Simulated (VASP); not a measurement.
# SnSe in VASP: single point with PBEsol

Aim: the single point of SnSe with PBEsol.

Everything below comes from runs of VASP 6.6.1. Logs are shortened: lines on timing, memory, paths and dates and some standing lists are left out, and cuts for length are marked.

## (1) The cell of the first run

The cell holds a slab with vacuum, 4 atoms: a = 4.285 Å, b = 4.285 Å, c = 10.991 Å, α = 90.00°, β = 90.00°, γ = 90.00°.

## (2) Single point, PBEsol, non-collinear spin, zero start, spin-orbit coupling

INCAR

```
SYSTEM = SnSe
ALGO     = Normal         ! electronic algorithm
EDIFF    = 1E-6           ! SCF threshold, eV
ENCUT    = 520            ! plane-wave cutoff, eV
GGA      = PS             ! functional
GGA_COMPAT= .FALSE.      
ISIF     = 2              ! what is computed and relaxed
ISMEAR   = 0              ! smearing method
LASPH    = .TRUE.         ! aspherical terms in the spheres
LCHARG   = .FALSE.        ! write CHGCAR
LORBIT   = 11             ! projections on sites
LORBMOM  = .TRUE.       
LREAL    = .FALSE.        ! projectors in reciprocal space
LSORBIT  = .TRUE.         ! spin-orbit coupling
LWAVE    = .FALSE.        ! write WAVECAR
MAGMOM   = 0 0 0 0 0 0 0 0 0 0 0 0 ! initial moments
NBANDS   = 54             ! bands
NELM     = 150            ! most SCF steps
PREC     = Accurate       ! precision mode
SIGMA    = 0.01           ! smearing width, eV
```

KPOINTS

```
k-points
0
G
  6 6 2
  0 0 0
```

POSCAR

```
SnSe
1.0
    4.2853274200      0.0000000000      0.0000000000
    0.0000000000      4.2853274200      0.0000000000
    0.0000000000      0.0000000000     10.9906921300
Sn Se
2 2
Direct
    0.5000000000      0.0000000000      0.3722291100
    0.0000000000      0.5000000000      0.6277708900
    0.5000000000      0.0000000000      0.6160394896
    0.0000000000      0.5000000000      0.3839605104
```

Potentials or basis: VASP PAW PBE potentials, release 64 (Sn_d, Se).

Launch:

```console
> cat potpaw_PBE.64/Sn_d/POTCAR potpaw_PBE.64/Se/POTCAR > POTCAR
> mpirun -np 1 vasp_ncl > vasp.out
```

OUTCAR:

```text
SYSTEM = SnSe
   EDIFF = 1E-6
   ENCUT = 520
   GGA = PS
   ISIF = 2
   ISMEAR = 0
   LASPH = .TRUE.
   LORBIT = 11
   LREAL = .FALSE.
   LSORBIT = .TRUE.
   NELM = 150
   PREC = Accurate

 ion  position               nearest neighbor table
   1  0.500  0.000  0.372-   3 2.68   4 3.03   4 3.03   4 3.03   4 3.03
   2  0.000  0.500  0.628-   4 2.68   3 3.03   3 3.03   3 3.03   3 3.03
   3  0.500  0.000  0.616-   1 2.68   2 3.03   2 3.03   2 3.03   2 3.03
   4  0.000  0.500  0.384-   2 2.68   1 3.03   1 3.03   1 3.03   1 3.03

  LATTYP: Found a simple tetragonal cell.
 ALAT       =     4.2853274200
 C/A-ratio  =     2.5647263448

  Lattice vectors:

 A1 = (   4.2853274200,   0.0000000000,   0.0000000000)
 A2 = (   0.0000000000,   4.2853274200,   0.0000000000)
 A3 = (   0.0000000000,   0.0000000000,  10.9906921300)

Analysis of symmetry for initial positions (statically):
=====================================================================
 Subroutine PRICEL returns:
 Original cell was already a primitive cell.

 Routine SETGRP: Setting up the symmetry group for a
 simple tetragonal supercell.

 Subroutine GETGRP returns: Found 16 space group operations
 (whereof  8 operations were pure point group operations)
 out of a pool of 16 trial point group operations.

The static configuration has the point symmetry D_2d.
 The point group associated with its full space group is D_4h.

Analysis of symmetry for dynamics (positions and initial velocities):
=====================================================================
 Subroutine PRICEL returns:
 Original cell was already a primitive cell.

 Routine SETGRP: Setting up the symmetry group for a
 simple tetragonal supercell.

 Subroutine GETGRP returns: Found 16 space group operations
 (whereof  8 operations were pure point group operations)
 out of a pool of 16 trial point group operations.

The dynamic configuration has the point symmetry D_2d.
 The point group associated with its full space group is D_4h.

Analysis of structural, dynamic, and magnetic symmetry:
=====================================================================
 Subroutine PRICEL returns:
 Original cell was already a primitive cell.

 Routine SETGRP: Setting up the symmetry group for a
 simple tetragonal supercell.

 Subroutine GETGRP returns: Found 16 space group operations
 (whereof  8 operations were pure point group operations)
 out of a pool of 16 trial point group operations.

The overall configuration has the point symmetry D_2d.
 The point group associated with its full space group is D_4h.

 Subroutine INISYM returns: Found 16 space group operations
 (whereof  8 operations are pure point group operations),
 and found     1 'primitive' translations

----------------------------------------------------------------------------------------

                                     Primitive cell

  volume of cell :     201.8334

  direct lattice vectors                    reciprocal lattice vectors
     4.285327420  0.000000000  0.000000000     0.233354398  0.000000000  0.000000000
     0.000000000  4.285327420  0.000000000     0.000000000  0.233354398  0.000000000
     0.000000000  0.000000000 10.990692130     0.000000000  0.000000000  0.090986081

  length of vectors
     4.285327420  4.285327420 10.990692130     0.233354398  0.233354398  0.090986081

  position of ions in fractional coordinates (direct lattice)
     0.500000000  0.000000000  0.372229110
     0.000000000  0.500000000  0.627770890
     0.500000000  0.000000000  0.616039490
     0.000000000  0.500000000  0.383960510

  ion indices of the primitive-cell ions
   primitive index   ion index
                 1           1
                 2           2
                 3           3
                 4           4

----------------------------------------------------------------------------------------

 KPOINTS: k-points

Automatic generation of k-mesh.
 Grid dimensions read from file:
[... 109 lines left out ...]
  ---------------------------------------------------
  free energy    TOTEN  =       -17.69837488 eV

  energy without entropy =      -17.69837488  energy(sigma->0) =      -17.69837488

 E-fermi :   0.6177     XC(G=0):  -6.0883

 val. band max:        0.5278579333   @ k =   0.3333   0.0000   0.5000
 cond. band min:       1.9098514793   @ k =   0.3333   0.0000   0.5000
 fundamental gap:      1.3819935460
 Fermi energy:         0.6177228584

 k-point     1 :       0.0000    0.0000    0.0000
  band No.  band energies     occupation
      1     -21.0437      1.00000
      2     -21.0437      1.00000
      3     -21.0408      1.00000
      4     -21.0408      1.00000
      5     -21.0159      1.00000
      6     -21.0159      1.00000
[... 1089 lines left out ...]
     51       5.5035      0.00000
     52       5.5035      0.00000
 [bands above 52 left out]

------------------------ aborting loop because EDIFF is reached ----------------------------------------

  FORCE on cell =-STRESS in cart. coord.  units (eV):
  Direction    XX          YY          ZZ          XY          YZ          ZX
  --------------------------------------------------------------------------------------
  -------------------------------------------------------------------------------------
  Total       -1.2117980     -1.2117980     -0.0798365      0.0000000      0.0000000     -0.0000000
  in kB       -9.6193947     -9.6193947     -0.6337516      0.0000000      0.0000000     -0.0000000
  external PRESSURE =      -6.6241803 kB  Pullay stress =       0.0000000 kB

 VOLUME and BASIS-vectors are now :
 -----------------------------------------------------------------------------
  energy-cutoff  :      520.00
  volume of cell :      201.83
      direct lattice vectors                 reciprocal lattice vectors
     4.285327420  0.000000000  0.000000000     0.233354398  0.000000000  0.000000000
     0.000000000  4.285327420  0.000000000     0.000000000  0.233354398  0.000000000
     0.000000000  0.000000000 10.990692130     0.000000000  0.000000000  0.090986081

 POSITION                                       TOTAL-FORCE (eV/Angst)
 -----------------------------------------------------------------------------------
      2.14266      0.00000      4.09106         0.000000     -0.000000      0.099572
      0.00000      2.14266      6.89964         0.000000     -0.000000     -0.099572
      2.14266      0.00000      6.77070         0.000000     -0.000000      0.090420
      0.00000      2.14266      4.21999         0.000000      0.000000     -0.090420
 -----------------------------------------------------------------------------------
    total drift:                                0.000000      0.000000      0.000000

  FREE ENERGIE OF THE ION-ELECTRON SYSTEM (eV)
  ---------------------------------------------------
  free  energy   TOTEN  =       -17.6983748787 eV

  energy  without entropy=      -17.6983748787  energy(sigma->0) =      -17.69837488

 orbital moment (x)

 # of ion     p       d       tot
 ----------------------------------------
  1        -0.000   0.000  -0.000
  2        -0.000  -0.000  -0.000
  3         0.000   0.000   0.000
  4         0.000   0.000   0.000
 ----------------------------------------
           -0.000   0.000  -0.000

 orbital moment (y)

 # of ion     p       d       tot
 ----------------------------------------
  1        -0.000   0.000  -0.000
  2         0.000   0.000   0.000
  3         0.000  -0.000  -0.000
  4         0.000   0.000   0.000
 ----------------------------------------
            0.000  -0.000   0.000

 orbital moment (z)

 # of ion     p       d       tot
 ----------------------------------------
  1         0.000   0.000   0.000
  2         0.000   0.000   0.000
  3         0.000   0.000   0.000
  4         0.000   0.000   0.000
 ----------------------------------------
            0.000   0.000   0.000

 Spin-Orbit-Coupling matrix elements

 Ion:    1  E_soc:     -0.0879431
 l=   1
     0.0000000    -0.0088567    -0.0078058
    -0.0088567     0.0000000    -0.0088567
    -0.0078058    -0.0088567     0.0000000
 l=   2
     0.0000000    -0.0012301     0.0000000    -0.0012301    -0.0049279
    -0.0012301     0.0000000    -0.0036889    -0.0012293    -0.0012286
     0.0000000    -0.0036889     0.0000000    -0.0036889     0.0000000
    -0.0012301    -0.0012293    -0.0036889     0.0000000    -0.0012286
    -0.0049279    -0.0012286     0.0000000    -0.0012286     0.0000000
 l=   3
     0.0000000     0.0000000     0.0000000     0.0000000     0.0000000     0.0000000     0.0000000
     0.0000000     0.0000000     0.0000000     0.0000000     0.0000000     0.0000000     0.0000000
     0.0000000     0.0000000     0.0000000     0.0000000     0.0000000     0.0000000     0.0000000
     0.0000000     0.0000000     0.0000000     0.0000000     0.0000000     0.0000000     0.0000000
[... 49 lines left out ...]
 l=   2
     0.0000000     0.0000017     0.0000000     0.0000017     0.0000064
     0.0000017     0.0000000     0.0000054    -0.0000015    -0.0000009
     0.0000000     0.0000054     0.0000000     0.0000054     0.0000000
     0.0000017    -0.0000015     0.0000054     0.0000000    -0.0000009
     0.0000064    -0.0000009     0.0000000    -0.0000009     0.0000000
 l=   3
     0.0000000     0.0000000     0.0000000     0.0000000     0.0000000     0.0000000     0.0000000
     0.0000000     0.0000000     0.0000000     0.0000000     0.0000000     0.0000000     0.0000000
     0.0000000     0.0000000     0.0000000     0.0000000     0.0000000     0.0000000     0.0000000
     0.0000000     0.0000000     0.0000000     0.0000000     0.0000000     0.0000000     0.0000000
     0.0000000     0.0000000     0.0000000     0.0000000     0.0000000     0.0000000     0.0000000
     0.0000000     0.0000000     0.0000000     0.0000000     0.0000000     0.0000000     0.0000000
     0.0000000     0.0000000     0.0000000     0.0000000     0.0000000     0.0000000     0.0000000

 total charge

# of ion       s       p       d       tot
------------------------------------------
    1        1.361   0.721   9.990  12.072
    2        1.361   0.721   9.990  12.072
    3        1.474   2.309   0.023   3.806
    4        1.474   2.309   0.023   3.806
--------------------------------------------------
tot          5.669   6.059  20.027  31.755

 magnetization (x)

# of ion       s       p       d       tot
------------------------------------------
    1       -0.000   0.000   0.000  -0.000
    2       -0.000  -0.000   0.000  -0.000
    3        0.000  -0.000  -0.000  -0.000
    4        0.000   0.000   0.000   0.000
--------------------------------------------------
tot         -0.000  -0.000   0.000  -0.000

 magnetization (y)

# of ion       s       p       d       tot
------------------------------------------
    1        0.000   0.000   0.000   0.000
    2        0.000   0.000   0.000   0.000
    3        0.000   0.000   0.000   0.000
    4        0.000   0.000   0.000   0.000
--------------------------------------------------
tot          0.000   0.000   0.000   0.000

 magnetization (z)

# of ion       s       p       d       tot
------------------------------------------
    1        0.000   0.000  -0.000  -0.000
    2        0.000   0.000  -0.000  -0.000
    3        0.000   0.000   0.000   0.000
    4       -0.000   0.000  -0.000  -0.000
--------------------------------------------------
tot         -0.000   0.000  -0.000  -0.000
```

Wall time 5.1 min (1 thread of Intel Xeon 6975P-C (Granite Rapids), shared host); peak memory 0.75 GiB.

What came out:

```
Free energy                                           : -17.6984 eV
Largest force                                         : 0.100 eV/Å
Net moment                                            : 0.00 μB per cell
Valence electrons inside the program's atomic spheres : Sn 12.07; Se 3.81
```

Forces in eV/Å, atoms in the order of the input:
```
Sn   0.000  0.000  0.100
Sn   0.000  0.000 -0.100
Se   0.000  0.000  0.090
Se   0.000  0.000 -0.090
```

Moments on the atoms (μB; x, y, z):
```
Sn  0.00 0.00 0.00
Sn  0.00 0.00 0.00
Se  0.00 0.00 0.00
Se  0.00 0.00 0.00
```

Caveat: the PAW data sets were made with another functional, which shifts forces and pressure a little.
